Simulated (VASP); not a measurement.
# Cu12F in VASP: further runs

The runs below take Cu12F through single point, with PBE.

All numbers are computed with VASP 6.6.1; they aren't measurements. Logs are shortened: lines on timing, memory, paths and dates and some standing lists are left out, and cuts for length are marked.

## Step 1: The cell of the first run

The cell holds a slab with vacuum, 13 atoms: a = 5.132 Å, b = 5.132 Å, c = 19.028 Å, α = 90.00°, β = 90.00°, γ = 90.00°.

## Step 2: Single point, PBE

INCAR

```
SYSTEM = Cu12F
PREC = Accurate
ENCUT = 520
EDIFF = 1E-7
ISMEAR = 0
SIGMA = 0.1
LREAL = .FALSE.
LASPH = .TRUE.
NELM = 100
ALGO = Normal
ISIF = 2
LWAVE = .FALSE.
LCHARG = .FALSE.
LDIPOL = .TRUE.
IDIPOL = 3
DIPOL = 0.5 0.5 0.317
GGA = PE
NBANDS = 82
```

KPOINTS

```
Automatic mesh
0
G
  5 5 1
  0 0 0
```

POSCAR

```
Cu12F
1.0
    5.1319544646      0.0000000000      0.0000000000
    0.0000000000      5.1319544646      0.0000000000
    0.0000000000      0.0000000000     19.0279312465
Cu F
12 1
Direct
    0.2500000000      0.2500000000      0.2102172826
    0.2500000000      0.7500000000      0.2102172826
    0.7500000000      0.2500000000      0.2102172826
    0.7500000000      0.7500000000      0.2102172826
    0.0000000000      0.0000000000      0.3029241241
    0.0000000000      0.5000000000      0.3029241241
    0.5000000000      0.0000000000      0.3029241241
    0.5000000000      0.5000000000      0.3029241241
    0.2500000000      0.2500000000      0.3956253125
    0.2500000000      0.7500000000      0.3956253125
    0.7500000000      0.2500000000      0.3956253125
    0.7500000000      0.7500000000      0.3956253125
    0.2500000000      0.2500000000      0.4916861158
```

Potentials or basis: VASP PAW PBE potentials, release 64 (Cu, F).

Launch:

```
> cat potpaw_PBE.64/Cu/POTCAR potpaw_PBE.64/F/POTCAR > POTCAR
> mpirun -np 1 vasp_std > vasp.out
```

OUTCAR:

```text
SYSTEM = Cu12F
   PREC = Accurate
   ENCUT = 520
   EDIFF = 1E-7
   ISMEAR = 0
   LREAL = .FALSE.
   LASPH = .TRUE.
   NELM = 100
   ISIF = 2
   GGA = PE

 ion  position               nearest neighbor table
   1  0.250  0.250  0.210-   5 2.53   6 2.53   7 2.53   8 2.53   2 2.57   3 2.57   2 2.57   3 2.57

   2  0.250  0.750  0.210-   5 2.53   6 2.53   7 2.53   8 2.53   1 2.57   4 2.57   1 2.57   4 2.57

   3  0.750  0.250  0.210-   5 2.53   6 2.53   7 2.53   8 2.53   1 2.57   4 2.57   4 2.57   1 2.57

   4  0.750  0.750  0.210-   5 2.53   6 2.53   7 2.53   8 2.53   2 2.57   3 2.57   3 2.57   2 2.57

   5  0.000  0.000  0.303-   9 2.53  10 2.53  11 2.53  12 2.53   1 2.53   2 2.53   3 2.53   4 2.53
                             6 2.57   7 2.57   6 2.57   7 2.57
   6  0.000  0.500  0.303-   9 2.53  10 2.53  11 2.53  12 2.53   1 2.53   2 2.53   3 2.53   4 2.53
                             5 2.57   8 2.57   5 2.57   8 2.57
   7  0.500  0.000  0.303-   9 2.53  10 2.53  11 2.53  12 2.53   1 2.53   2 2.53   3 2.53   4 2.53
                             5 2.57   8 2.57   8 2.57   5 2.57
   8  0.500  0.500  0.303-   9 2.53  10 2.53  11 2.53  12 2.53   1 2.53   2 2.53   3 2.53   4 2.53
                             6 2.57   7 2.57   7 2.57   6 2.57
   9  0.250  0.250  0.396-  13 1.83   6 2.53   7 2.53   8 2.53   5 2.53  11 2.57  10 2.57  10 2.57
                            11 2.57
  10  0.250  0.750  0.396-   5 2.53   6 2.53   7 2.53   8 2.53   9 2.57  12 2.57   9 2.57  12 2.57

  11  0.750  0.250  0.396-   5 2.53   6 2.53   7 2.53   8 2.53   9 2.57  12 2.57  12 2.57   9 2.57

  12  0.750  0.750  0.396-   5 2.53   6 2.53   7 2.53   8 2.53  10 2.57  11 2.57  11 2.57  10 2.57

  13  0.250  0.250  0.492-   9 1.83

  LATTYP: Found a simple tetragonal cell.
 ALAT       =     5.1319544646
 C/A-ratio  =     3.7077357911

  Lattice vectors:

 A1 = (   5.1319544646,   0.0000000000,   0.0000000000)
 A2 = (   0.0000000000,   5.1319544646,   0.0000000000)
 A3 = (   0.0000000000,   0.0000000000,  19.0279312465)

Analysis of symmetry for initial positions (statically):
=====================================================================
 Subroutine PRICEL returns:
 Original cell was already a primitive cell.

 Routine SETGRP: Setting up the symmetry group for a
 simple tetragonal supercell.

 Subroutine GETGRP returns: Found  8 space group operations
 (whereof  2 operations were pure point group operations)
 out of a pool of 16 trial point group operations.

The static configuration has the point symmetry C_1h.
 The point group associated with its full space group is C_4v.

Analysis of symmetry for dynamics (positions and initial velocities):
=====================================================================
 Subroutine PRICEL returns:
 Original cell was already a primitive cell.

 Routine SETGRP: Setting up the symmetry group for a
 simple tetragonal supercell.

 Subroutine GETGRP returns: Found  8 space group operations
 (whereof  2 operations were pure point group operations)
 out of a pool of 16 trial point group operations.

The dynamic configuration has the point symmetry C_1h.
 The point group associated with its full space group is C_4v.

 Subroutine INISYM returns: Found  8 space group operations
 (whereof  2 operations are pure point group operations),
 and found     1 'primitive' translations

----------------------------------------------------------------------------------------

                                     Primitive cell

  volume of cell :     501.1378

  direct lattice vectors                    reciprocal lattice vectors
     5.131954465  0.000000000  0.000000000     0.194857536  0.000000000  0.000000000
     0.000000000  5.131954465  0.000000000     0.000000000  0.194857536  0.000000000
     0.000000000  0.000000000 19.027931246     0.000000000  0.000000000  0.052554321

  length of vectors
     5.131954465  5.131954465 19.027931246     0.194857536  0.194857536  0.052554321

  position of ions in fractional coordinates (direct lattice)
     0.250000000  0.250000000  0.210217283
     0.250000000  0.750000000  0.210217283
     0.750000000  0.250000000  0.210217283
     0.750000000  0.750000000  0.210217283
     0.000000000  0.000000000  0.302924124
     0.000000000  0.500000000  0.302924124
     0.500000000  0.000000000  0.302924124
     0.500000000  0.500000000  0.302924124
     0.250000000  0.250000000  0.395625313
     0.250000000  0.750000000  0.395625313
     0.750000000  0.250000000  0.395625313
     0.750000000  0.750000000  0.395625313
     0.250000000  0.250000000  0.491686116

  ion indices of the primitive-cell ions
   primitive index   ion index
                 1           1
                 2           2
                 3           3
                 4           4
                 5           5
                 6           6
                 7           7
                 8           8
                 9           9
                10          10
                11          11
                12          12
                13          13

----------------------------------------------------------------------------------------

 KPOINTS: Automatic mesh

Automatic generation of k-mesh.
 Grid dimensions read from file:
 generate k-points for:    5    5    1

 Generating k-lattice:

  Cartesian coordinates                     Fractional coordinates (reciprocal lattice)
     0.038971507  0.000000000  0.000000000     0.200000000  0.000000000  0.000000000
     0.000000000  0.038971507  0.000000000     0.000000000  0.200000000  0.000000000
     0.000000000  0.000000000  0.052554321     0.000000000  0.000000000  1.000000000

  Length of vectors
     0.038971507  0.038971507  0.052554321

  Shift w.r.t. Gamma in fractional coordinates (k-lattice)
     0.000000000  0.000000000  0.000000000

 Subroutine IBZKPT returns following result:
 ===========================================

 Found      6 irreducible k-points:

 Following reciprocal coordinates:
            Coordinates               Weight
  0.000000  0.000000  0.000000      1.000000
  0.200000  0.000000  0.000000      4.000000
  0.400000  0.000000  0.000000      4.000000
  0.200000  0.200000  0.000000      4.000000
  0.400000  0.200000  0.000000      8.000000
  0.400000  0.400000  0.000000      4.000000
   k-points           NKPTS =      6   k-points in BZ     NKDIM =      6   number of bands    NBANDS=     82
   number of dos      NEDOS =    301   number of ions     NIONS =     13
   total plane-waves  NPLWV = 230400
   dimension x,y,z NGX =    40 NGY =   40 NGZ =  144
   dimension x,y,z NGXF=    80 NGYF=   80 NGZF=  288
   ions per type =              12   1
   NGX,Y,Z   is equivalent  to a cutoff of  12.96, 12.96, 12.58 a.u.
   NGXF,Y,Z  is equivalent  to a cutoff of  25.92, 25.92, 25.16 a.u.
 SYSTEM =  Cu12F
   PREC   = accura    normal or accurate (medium, high low for compatibility)
   ISTART =      0    job   : 0-new  1-cont  2-samecut
   ICHARG =      2    charge: 1-file 2-atom 10-const
   ISPIN  =      1    spin polarized calculation?
   LNONCOLLINEAR =      F non collinear calculations
   LSORBIT =      F    spin-orbit coupling
   LASPH  =      T    aspherical Exc in radial PAW
   ENCUT  =  520.0 eV  38.22 Ry    6.18 a.u.   9.54  9.54 35.38*2*pi/ulx,y,z
   NELM   =    100;   NELMIN=  2; NELMDL= -5     # of ELM steps
   EDIFF  = 0.1E-06   stopping-criterion for ELM
   LREAL  =      F    real-space projection
   EDIFFG = 0.1E-05   stopping-criterion for IOM
   NSW    =      0    number of steps for IOM
   IBRION =     -1    ionic relax: 0-MD 1-quasi-New 2-CG
   NFREE  =      0    steps in history (QN), initial steepest desc. (CG)
   ISIF   =      2    stress and relaxation
   ISYM   =      2    0-nonsym 1-usesym 2-fastsym
   POTIM  = 0.5000    time-step for ionic-motion
   TEBEG  =    0.0;   TEEND  =   0.0 temperature during run
   PSTRESS=    0.0 pullay stress
   NELECT =     139.0000    total number of electrons
   NUPDOWN=      -1.0000    fix difference up-down
   EMIN   =  10.00;   EMAX   =-10.00  energy-range for DOS
   EFERMI =   0.00;   METHOD = LEGACY
   ISMEAR =     0;   SIGMA  =   0.10  broadening in eV -4-tet -1-fermi 0-gaus
   EFERMI_NEDOS =   21; number of points for ismear=-14 and -15
   IALGO  =     38    algorithm
   IMIX   =      4    mixing-type and parameters
     AMIX     =   0.40;   BMIX     =  1.00
     AMIX_MAG =   1.60;   BMIX_MAG =  1.00
  volume/ion in A,a.u.               =      38.55       260.14
  Fermi-wavevector in a.u.,A,eV,Ry     =   1.067646  2.017559 15.508853  1.139869
  Thomas-Fermi vector in A             =   2.203269
   LORBIT       =      0    0 simple, 1 ext, 2 COOP (PROOUT), +10 PAW based schemes
   GGA     = PE    functional components
   LHFCALC =     F    Hartree Fock is set to
   AEXX    =    0.0000 exact exchange contribution
   IVDW    =     0    specifies the selected vdW correction
   LEPSILON=     F    determine dielectric tensor
   LRPA    =     F    only Hartree local field effects (RPA)
 non-spin polarized calculation
 Gauss-broadening in eV      SIGMA  =   0.10
  energy-cutoff  :      520.00
  volume of cell :      501.14
 maximum number of plane-waves:     13595
 NGX is ok and might be reduce to    40
   NGX = 19   NGY = 19   NGZ = 71

 dipolmoment           0.000000      0.000000     -0.000006 electrons x Angstroem

 number of electron     138.9999799 magnetization

 dipolmoment           0.000000      0.000000      0.317881 electrons x Angstroem

 Free energy of the ion-electron system (eV)
  ---------------------------------------------------
  ext. energy  EPLUGINS =         0.00000000
  ---------------------------------------------------
  free energy    TOTEN  =       -44.16640997 eV

  energy without entropy =      -44.14799984  energy(sigma->0) =      -44.15720491

 E-fermi :  -1.6864     XC(G=0):  -4.7309

 val. band max:       -1.6898954780   @ k =   0.0000   0.0000   0.0000
 cond. band min:      -1.6863389787   @ k =   0.0000   0.0000   0.0000
 fundamental gap:      0.0035564993
 Fermi energy:        -1.6863815570

 k-point     1 :       0.0000    0.0000    0.0000
  band No.  band energies     occupation
      1     -23.1344      2.00000
      2      -9.9932      2.00000
      3      -7.4207      2.00000
      4      -6.4799      2.00000
      5      -6.4799      2.00000
      6      -6.3265      2.00000
[... 73 lines left out ...]
     80       2.8157      0.00000
     81       3.7308      0.00000

 k-point     2 :       0.2000    0.0000    0.0000
  band No.  band energies     occupation
      1     -23.1341      2.00000
      2      -9.7610      2.00000
      3      -7.2291      2.00000
      4      -7.0011      2.00000
      5      -6.3270      2.00000
      6      -6.2810      2.00000
[... 73 lines left out ...]
     80       3.0457      0.00000
     81       3.4454      0.00000

 k-point     3 :       0.4000    0.0000    0.0000
  band No.  band energies     occupation
      1     -23.1337      2.00000
      2      -9.0892      2.00000
      3      -8.0762      2.00000
      4      -6.7466      2.00000
      5      -6.3349      2.00000
      6      -6.0886      2.00000
[... 73 lines left out ...]
     80       3.0163      0.00000
     81       3.5165      0.00000

 k-point     4 :       0.2000    0.2000    0.0000
  band No.  band energies     occupation
      1     -23.1339      2.00000
      2      -9.5310      2.00000
      3      -7.0419      2.00000
      4      -6.8530      2.00000
      5      -6.8193      2.00000
      6      -6.2363      2.00000
[... 73 lines left out ...]
     80       2.9732      0.00000
     81       3.2717      0.00000

 k-point     5 :       0.4000    0.2000    0.0000
  band No.  band energies     occupation
      1     -23.1336      2.00000
      2      -8.8675      2.00000
      3      -7.8752      2.00000
      4      -6.5832      2.00000
      5      -6.4472      2.00000
      6      -6.2327      2.00000
[... 73 lines left out ...]
     80       3.6053      0.00000
     81       3.7029      0.00000

 k-point     6 :       0.4000    0.4000    0.0000
  band No.  band energies     occupation
      1     -23.1332      2.00000
      2      -8.2367      2.00000
      3      -7.3470      2.00000
      4      -7.3115      2.00000
      5      -6.6560      2.00000
      6      -6.1729      2.00000
[... 73 lines left out ...]
     80       4.2475      0.00000
     81       4.2627      0.00000
 [bands above 81 left out]

------------------------ aborting loop because EDIFF is reached ----------------------------------------

 vacuum level on the upper side and lower side of the slab       (xc-potential included)         1.040        -1.074

  FORCE on cell =-STRESS in cart. coord.  units (eV):
  Direction    XX          YY          ZZ          XY          YZ          ZX
  --------------------------------------------------------------------------------------
  -------------------------------------------------------------------------------------
  Total       -3.3624017     -3.3624017      1.1479850      0.0000000      0.0000000      0.0000000
  in kB      -10.7498652    -10.7498652      3.6701991      0.0000000      0.0000000      0.0000000
  external PRESSURE =      -5.9431771 kB  Pullay stress =       0.0000000 kB

 VOLUME and BASIS-vectors are now :
 -----------------------------------------------------------------------------
  energy-cutoff  :      520.00
  volume of cell :      501.14
      direct lattice vectors                 reciprocal lattice vectors
     5.131954465  0.000000000  0.000000000     0.194857536  0.000000000  0.000000000
     0.000000000  5.131954465  0.000000000     0.000000000  0.194857536  0.000000000
     0.000000000  0.000000000 19.027931246     0.000000000  0.000000000  0.052554321

 POSITION                                       TOTAL-FORCE (eV/Angst)
 -----------------------------------------------------------------------------------
      1.28299      1.28299      4.00000        -0.000000     -0.000000     -0.035549
      1.28299      3.84897      4.00000        -0.000000     -0.000000     -0.061532
      3.84897      1.28299      4.00000        -0.000000     -0.000000     -0.061532
      3.84897      3.84897      4.00000        -0.000000     -0.000000     -0.059475
      0.00000      0.00000      5.76402         0.029692      0.029692     -0.032177
      0.00000      2.56598      5.76402         0.029692     -0.029692     -0.032177
      2.56598      0.00000      5.76402        -0.029692      0.029692     -0.032177
      2.56598      2.56598      5.76402        -0.029692     -0.029692     -0.032177
      1.28299      1.28299      7.52793        -0.000000     -0.000000      0.179449
      1.28299      3.84897      7.52793        -0.000000     -0.000000      0.070550
      3.84897      1.28299      7.52793        -0.000000     -0.000000      0.070550
      3.84897      3.84897      7.52793        -0.000000     -0.000000     -0.121751
      1.28299      1.28299      9.35577        -0.000000     -0.000000      0.147998
 -----------------------------------------------------------------------------------
    total drift:                               -0.000000      0.000000      0.000249

  FREE ENERGIE OF THE ION-ELECTRON SYSTEM (eV)
  ---------------------------------------------------
  free  energy   TOTEN  =       -44.1664099729 eV

  energy  without entropy=      -44.1479998375  energy(sigma->0) =      -44.15720491

 vacuum level on the upper side and lower side of the slab         4.995         2.816
```

It took 7.6 min on 1 thread of AMD EPYC 9R45 (Zen 5), shared host; peak memory 0.57 GiB.

What came out:

```yaml
Free_energy: -44.1664 eV
Largest_force: 0.179 eV/Å
Band_gap_on_the_k_mesh: zero (an odd number of electrons rules out a gap without spin polarisation)
```

Forces on the atoms (eV/Å):
```
Cu   0.000  0.000 -0.036
Cu   0.000  0.000 -0.062
Cu   0.000  0.000 -0.062
Cu   0.000  0.000 -0.059
Cu   0.030  0.030 -0.032
Cu   0.030 -0.030 -0.032
Cu  -0.030  0.030 -0.032
Cu  -0.030 -0.030 -0.032
Cu   0.000  0.000  0.179
Cu   0.000  0.000  0.071
Cu   0.000  0.000  0.071
Cu   0.000  0.000 -0.122
F    0.000  0.000  0.148
```

## Step 3: Single point, PBE

INCAR

```
PREC = Accurate ; ENCUT = 520
EDIFF = 1E-6 ; ISMEAR = 0
SIGMA = 0.1 ; LREAL = False
LASPH = True ; NELM = 100
ALGO = Normal ; ISIF = 2
LWAVE = False ; LCHARG = True
LDIPOL = True ; IDIPOL = 3
DIPOL = 0.5 0.5 0.315 ; GGA = PE
LELF = True ; LVHAR = True
LVACPOTAV = True ; NBANDS = 82
```

KPOINTS

```
Automatic mesh
0
Gamma
  5 5 1
```

Edit POSCAR of step 2 so:

```diff
@@ -20,2 +20,2 @@
     0.7500000000      0.7500000000      0.3956253125
-    0.2500000000      0.2500000000      0.4916861158
+    0.5000000000      0.5000000000      0.4647145545
```

Potentials or basis: VASP PAW PBE potentials, release 64 (Cu, F).

Launch:

```
> cat potpaw_PBE.64/Cu/POTCAR potpaw_PBE.64/F/POTCAR > POTCAR
> mpirun -np 1 vasp_std > vasp.out
```

Run time: 6.3 min. Hardware: 1 thread of AMD EPYC 9R45 (Zen 5), shared host; peak memory 0.56 GiB.

Results (log left out):

| Item | Value |
| --- | --- |
| Free energy | -44.5747 eV |
| Largest force | 0.438 eV/Å |
| Band gap on the k mesh | zero (an odd number of electrons rules out a gap without spin polarisation) |

Forces in eV/Å, atoms in the order of the input:
```
Cu   0.018  0.018 -0.084
Cu   0.018 -0.018 -0.084
Cu  -0.018  0.018 -0.084
Cu  -0.018 -0.018 -0.084
Cu   0.000  0.000  0.298
Cu   0.000  0.000 -0.009
Cu   0.000  0.000 -0.009
Cu   0.000  0.000 -0.438
Cu  -0.170 -0.170  0.120
Cu  -0.170  0.170  0.120
Cu   0.170 -0.170  0.120
Cu   0.170  0.170  0.120
F    0.000  0.000  0.013
```

Levels at points of the mesh, in eV from the Fermi level:
| k point | band 65 | band 66 | band 67 | band 68 | band 69 | band 70 | band 71 | band 72 | band 73 | band 74 |
| --- | --- | --- | --- | --- | --- | --- | --- | --- | --- | --- |
| (0.00, 0.00, 0.00) | -1.03 | -0.95 | -0.52 | -0.05 | -0.05 | 0.05 | 0.06 | 0.10 | 1.11 | 2.21 |

With open d or f shells a metallic result of PBE can be an artefact of self-interaction; +U or a hybrid may open a gap.

The gap in the log of VASP goes by the Fermi energy; the results here count the filled bands.